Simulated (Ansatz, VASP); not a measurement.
Two plane-wave programs on TePt

INCAR

```
SYSTEM = TePt
ALGO = Normal
EDIFF = 1E-6
ENCUT = 520
GGA = PS
ISIF = 2
ISMEAR = 0
LASPH = .TRUE.
LCHARG = .FALSE.
LREAL = .FALSE.
LWAVE = .FALSE.
NBANDS = 24
NELM = 60
PREC = Accurate
SIGMA = 0.15
```

Contents of KPOINTS:

```
k-points
0
G
  12 12 10
  0 0 0
```

Contents of POSCAR:

```
TePt
1.0
    4.2754398042      0.0000000000      0.0000000000
   -2.1377199021      3.7026394828      0.0000000000
    0.0000000000      0.0000000000      5.2281600000
Te Pt
2 2
Direct
    0.3333333333      0.6666666667      0.2500000000
    0.6666666667      0.3333333333      0.7500000000
    0.0000000000      0.0000000000      0.0000000000
    0.0000000000      0.0000000000      0.5000000000
```

Input for Ansatz:

```yaml
crystal:
  lattice:
    - [4.2754398042, 0.0, 0.0]
    - [-2.1377199021, 3.7026394828, 0.0]
    - [0.0, 0.0, 5.22816]
  atoms:
    - { symbol: Te, position: [0.3333333333, 0.6666666667, 0.25] }
    - { symbol: Te, position: [0.6666666667, 0.3333333333, 0.75] }
    - { symbol: Pt, position: [0.0, 0.0, 0.0] }
    - { symbol: Pt, position: [0.0, 0.0, 0.5] }
basis:
  ecutwfc: 420
kpoints:
  mp_grid: { grid: [12, 12, 10] }
hamiltonian:
  xc: pbesol
scf:
  occupations: { method: gaussian, width: 0.15 }
output:
  forces: true
  stress: true
  eigenvalues: true
  write_density: true
  write_potential: true
  elf: true
  volumetric_format: npy
```

Change from the starting cell: strain +0.040 along x and y, -0.040 along z, atoms carried along.

Alike in both runs: task single point; functional PBEsol; k mesh 12 × 12 × 10; occupations gaussian, width 0.15 eV; no spin polarisation.

```csv
,VASP,Ansatz
version,VASP 6.6.1,Ansatz 0.2.0
potentials or method,"VASP PAW PBE potentials, release 64 (Te, Pt), cutoff 520 eV","scalar-relativistic, plane waves, PAW"
valence electrons in the cell,32,68
```

Ansatz gave:

| Item | Value |
| --- | --- |
| gap on the k mesh at the Fermi level (eV) | none |
| pressure (GPa) | 6.2 |
| traceless stress, the component that is largest in VASP (GPa) | 8.26 |

What did VASP give for the same quantities?

gap on the k mesh at the Fermi level (eV): none; pressure (GPa): 6.1; traceless stress, the component that is largest in VASP (GPa): 8.25.

VASP's potentials were made for PBE, not for PBEsol. A gap of «none» marks a metal or a gap that the smearing closes. VASP's potentials hold 32 valence electrons a cell and Ansatz's 68, so a difference there can come from the potentials and not from the codes.

Spin-orbit coupling is off throughout.
